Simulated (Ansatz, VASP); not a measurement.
Two plane-wave programs on Zn3F

```
Zn F
1.0
     3.95229    0.00000    0.00000
     0.00000    3.95229    0.00000
     0.00000    0.00000    3.95229
Zn F
3 1
Direct
  0.00000 0.50000 0.50000
  0.50000 0.00000 0.50000
  0.50000 0.50000 0.00000
  0.00000 0.00000 0.00000
```

Change from the starting cell: species swapped into the CdAu3 type (Pm-3m, No. 221).

Alike in both runs: functional PBE; k mesh 6 × 6 × 6; occupations gaussian, width 0.1 eV; no spin polarisation.

Ansatz relaxed the structure, and its values are those at the end. VASP's run is a single point on that final structure, the one shown.

```csv
,VASP,Ansatz
version,VASP 6.6.1,Ansatz 0.2.0
potentials or method,"VASP PAW PBE potentials, release 64 (Zn, F), cutoff 520 eV","scalar-relativistic, plane waves, PAW"
valence electrons in the cell,43,43
```

```tsv
	VASP	Ansatz	Ansatz less VASP
gap on the k mesh at the Fermi level (eV)	none	none	-
pressure (GPa)	0.1	0.0	-0.07
```

A gap of «none» marks a metal or a gap that the smearing closes.
